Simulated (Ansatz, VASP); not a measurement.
## One calculation of Sc, two programs

Contents of INCAR:

```
SYSTEM = Sc
PREC = Accurate ; ENCUT = 520
EDIFF = 1E-6 ; ISMEAR = 0
SIGMA = 0.15 ; LREAL = .False.
LASPH = .True. ; NELM = 100
ALGO = Normal ; ISIF = 2
LWAVE = .False. ; LCHARG = .False.
GGA = CA ; NBANDS = 12
```

The input KPOINTS:

```
Automatic mesh
0
Gamma
  18 18 18
  0 0 0
```

Contents of POSCAR:

```
Sc
1.0
    0.0000000000      2.3045575000      2.2705000000
    2.3045575000      0.0000000000      2.2705000000
    2.3045575000      2.3045575000      0.0000000000
Sc
1
Direct
    0.0000000000      0.0000000000      0.0000000000
```

Input for Ansatz:

```yaml
crystal:
  lattice:
    - [0.0, 2.3045575, 2.2705]
    - [2.3045575, 0.0, 2.2705]
    - [2.3045575, 2.3045575, 0.0]
  atoms:
    - { symbol: Sc, position: [0.0, 0.0, 0.0] }
basis:
  ecutwfc: 420
kpoints:
  mp_grid: { grid: [18, 18, 18] }
hamiltonian:
  xc: lda
scf:
  occupations: { method: gaussian, width: 0.15 }
output:
  forces: true
  stress: true
  eigenvalues: true
```

Change from the starting cell: strain +0.015 along x and y, +0.000 along z, atoms carried along.

Alike in both runs: task single point; functional LDA; k mesh 18 × 18 × 18; occupations gaussian, width 0.15 eV; no spin polarisation.

```csv
,VASP,Ansatz
version,VASP 6.6.1,Ansatz 0.2.0
potentials or method,"VASP PAW LDA potentials, release 64 (Sc_sv), cutoff 520 eV","scalar-relativistic, plane waves, PAW"
valence electrons in the cell,11,11
```

```tsv
	VASP	Ansatz	Ansatz less VASP
gap on the k mesh at the Fermi level (eV)	none	none	-
pressure (GPa)	-3.8	-3.8	-0.05
traceless stress, the component that is largest in VASP (GPa)	0.29	0.30	0.000
```

LDA's correlation is that of Perdew and Zunger in VASP and of Perdew and Wang (1992) in Ansatz. A gap of «none» marks a metal or a gap that the smearing closes.
